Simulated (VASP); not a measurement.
Runs of VASP 6.6.1 on Ti. The structure is that of space group Im-3m (No. 229), or close to it. The cells are those of the table. 

| task | cell | k mesh | cutoff (eV) | gap on the mesh (eV) | pressure (GPa) |
| --- | --- | --- | --- | --- | --- |
| single point | a = 2.766 Å, angles 109.5°, 1 atom | 15 × 15 × 15 | 520 | none | 9.5 |
| single point | a = 2.725 Å, angles 109.5°, 1 atom | 15 × 15 × 15 | 520 | none | 15.7 |
| single point | a = 2.953 Å, angles 109.5°, 1 atom | 15 × 15 × 15 | 520 | none | -9.1 |
| single point | a = 2.805 Å, angles 109.5°, 1 atom | 15 × 15 × 15 | 520 | none | 4.3 |
| single point | a = 2.918 Å, angles 109.5°, 1 atom | 15 × 15 × 15 | 520 | none | (b) |
| relaxation of cell and atoms | relaxed from a = 2.841 Å, angles 109.5°, 1 atom | 13 × 13 × 13 | 600 | none | -0.1 |
| single point | a = 2.844 Å, angles 109.5°, 1 atom | 13 × 13 × 13 | 520 | none | (a) |

Alike in all rows: level BLYP; potentials or basis VASP PAW PBE potentials, release 64 (Ti_sv); no spin polarisation; smearing fermi-dirac 0.1 eV.

Estimate the missing entries.

(a) 0.0; (b) -6.6.

Caveats: the PAW data sets were made with another functional, which shifts forces and pressure a little.

A gap of «none» marks levels without a gap at the run's occupations.
